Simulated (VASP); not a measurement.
WC:

```
CELL_PARAMETERS angstrom
2.90650 0.00000 0.00000
-1.45325 2.51710 0.00000
0.00000 0.00000 2.83660
ATOMIC_POSITIONS crystal
W 0.00000 0.00000 0.00000
C 0.66667 0.33333 0.50000
```

Base run:

- Program: VASP 6.6.1
- Functional: revPBE
- Potentials or basis: VASP PAW PBE potentials, release 64 (W_sv, C)
- Cutoff: 520 eV
- k mesh: 10 × 10 × 9
- Occupations: fermi-dirac, width 0.05 eV
- Spin: no spin polarisation

Its results: band gap on the k mesh zero (bands 9 and 10 overlap by 1.19 eV); pressure 9.9 GPa.

Problem. The run is repeated on the same cell with these changes: functional from revPBE to b88 exchange, pbe correlation; cutoff from 520 eV to 600 eV. What comes out?

Solution. Band gap on the k mesh zero (bands 9 and 10 overlap by 1.20 eV); pressure 6.8 GPa.

Caveats: the cell stands under pressure; the PAW data sets were made with another functional, which shifts forces and pressure a little; spin-orbit coupling is left out, which moves the levels of the heavy elements.
